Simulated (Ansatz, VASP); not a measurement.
## TaN in VASP and in Ansatz

```xyz
12
Lattice="2.5902 -4.4864 0.0000 -5.1805 0.0000 0.0000 0.0000 0.0000 -5.7885" Properties=species:S:1:pos:R:3 pbc="T T T"
Ta   -2.5902   -1.4955   -1.4471
Ta   -2.5902   -1.4955   -4.3413
Ta    0.0000   -2.9909   -1.4471
Ta    0.0000   -2.9909   -4.3413
Ta   -2.5902   -4.4864   -2.8942
Ta   -2.5902   -4.4864    0.0000
N    -0.5528   -4.4864   -2.8942
N    -0.5528   -4.4864    0.0000
N    -1.0187   -1.7645   -2.8942
N    -1.0187   -1.7645    0.0000
N    -3.6090   -2.7219   -2.8942
N    -3.6090   -2.7219    0.0000
```

Alike in both runs: functional PBEsol; k mesh 6 × 6 × 6; occupations gaussian, width 0.1 eV; no spin polarisation.

Ansatz relaxed the structure, and its values are those at the end. VASP's run is a single point on that final structure, the one shown.

|  | VASP | Ansatz |
| --- | --- | --- |
| version | VASP 6.6.1 | Ansatz 0.2.0 |
| potentials or method | VASP PAW PBE potentials, release 64 (Ta_pv, N), cutoff 520 eV | scalar-relativistic, plane waves, PAW |
| valence electrons in the cell | 96 | 108 |

|  | VASP | Ansatz | Ansatz less VASP |
| --- | --- | --- | --- |
| gap on the k mesh at the Fermi level (eV) | none | none | - |
| pressure (GPa) | 0.9 | 0.0 | -0.88 |
| rms of the force components (eV/Å) | 0.005 | 0.001 | -0.0037 |

VASP's potentials were made for PBE, not for PBEsol. A gap of «none» marks a metal or a gap that the smearing closes. With one functional, cell and mesh, what is left measures potentials, basis and numerics. VASP's potentials hold 96 valence electrons a cell and Ansatz's 108, so a difference there can come from the potentials and not from the codes.

Neither program's run includes spin-orbit coupling.
